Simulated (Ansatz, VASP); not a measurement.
## Hg in VASP and in Ansatz

INCAR

```
PREC = Accurate ; ENCUT = 520
EDIFF = 1E-7 ; ISMEAR = -1
SIGMA = 0.1 ; LREAL = F
LASPH = T ; NELM = 60
ALGO = Normal ; ISIF = 2
LWAVE = F ; LCHARG = F
GGA = RE ; NBANDS = 12
```

KPOINTS

```
Automatic mesh
0
Gamma
  8 8 8
```

Contents of POSCAR:

```
Hg
1.0
    0.0000000000      3.7374216430      3.7374216430
    3.7374216430      0.0000000000      3.7374216430
    3.7374216430      3.7374216430      0.0000000000
Hg
1
Direct
    0.0000000000      0.0000000000      0.0000000000
```

Input for Ansatz:

```yaml
crystal:
  lattice:
    - [0.0, 3.737421643, 3.737421643]
    - [3.737421643, 0.0, 3.737421643]
    - [3.737421643, 3.737421643, 0.0]
  atoms:
    - { symbol: Hg, position: [0.0, 0.0, 0.0] }
hamiltonian:
  xc: revpbe
  pseudopotentials:
    kind: paw
    azcp:
      Hg: "pseudopotentials/Hg.paw.azcp"
basis:
  ecutwfc: 420
  fft_grid_basis: typed
kpoints:
  mp_grid: { grid: [8, 8, 8], shift: [0, 0, 0] }
magnetization:
  spin_polarized: false
scf:
  occupations: { method: fermi_dirac, width: 0.1 }
  lower_state_search: "off"
output:
  stress: true
  write_density: true
  write_potential: true
  elf: true
  volumetric_format: npy
```

Alike in both runs: task single point; functional revPBE; k mesh 8 × 8 × 8; occupations fermi-dirac, width 0.1 eV; no spin polarisation.

|  | VASP | Ansatz |
| --- | --- | --- |
| version | VASP 6.6.1 | Ansatz 0.2.0 |
| potentials or method | VASP PAW PBE potentials, release 64 (Hg), cutoff 520 eV | plane waves (420 eV) with PAW, scalar-relativistic |
| valence electrons in the cell | 12 | 20 |

VASP gave:

* gap on the k mesh at the Fermi level (eV): 4.33
* pressure (GPa): 0.0

Problem. Which values does Ansatz return?

Solution. gap on the k mesh at the Fermi level (eV): 4.32; pressure (GPa): 0.1.

VASP's potentials were made for PBE, not for revPBE. With one functional, cell and mesh, what is left measures potentials, basis and numerics. VASP's potentials hold 12 valence electrons a cell and Ansatz's 20, so a difference there can come from the potentials and not from the codes. Ansatz's warnings: xc potential rough in thin density.

Spin-orbit coupling is off throughout.
